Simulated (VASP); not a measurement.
Wanted: the native input for a VASP 6.6.1 run.

```yaml
Task: single point
Functional: PBE
Potentials_or_basis: VASP PAW PBE potentials, release 64 (Mg, I)
Cutoff: 520 eV
k_mesh: 12 × 12 × 4
Occupations: fermi-dirac, width 0.02 eV
Spin: no spin polarisation
Dipole_correction: no
Further_INCAR_settings: ALGO = Normal; EDIFF = 1e-06; NBANDS = 15
```

The structure of MgI2 lies in POSCAR:

```
MgI2
1.0
    4.1572130713      0.0000000000      0.0000000000
   -2.0786065356      3.6002521287      0.0000000000
    0.0000000000      0.0000000000      6.8733252316
Mg I
1 2
Direct
    0.0000000000      0.0000000000      0.0000000000
    0.3333333333      0.6666666667      0.2426220932
    0.6666666667      0.3333333333      0.7573779068
```

The input as run:

INCAR

```
  ALGO = Normal
  EDIFF = 1E-6
  ENCUT = 520
  GGA = PE
  ISIF = 2
  ISMEAR = -1
  LASPH = T
  LCHARG = T
  LELF = T
  LREAL = F
  LVHAR = T
  LWAVE = F
  NBANDS = 15
  NELM = 60
  PREC = Accurate
  SIGMA = 0.02
```

KPOINTS

```
k-points
0
Gamma
  12 12 4
```

Potentials or basis: VASP PAW PBE potentials, release 64 (Mg, I).

Command:

```sh
$ cat potpaw_PBE.64/Mg/POTCAR potpaw_PBE.64/I/POTCAR > POTCAR
$ mpirun -np 1 vasp_std > vasp.out
```

It gave:

| Quantity | Value |
| --- | --- |
| Pressure | 1.1 GPa |
| Band gap on the k mesh | 3.51 eV, indirect (least direct gap 3.68 eV) |

Caveat: spin-orbit coupling is left out, which moves the levels of the heavy elements; this functional lacks dispersion, which binds the layers, so the pressure and a relaxed spacing across them are unreliable.

Run time: 2.3 min on 1 thread of AMD EPYC 7R43 64-Core Processor (Zen 3), with other jobs on the host, peak memory 0.25 GiB.
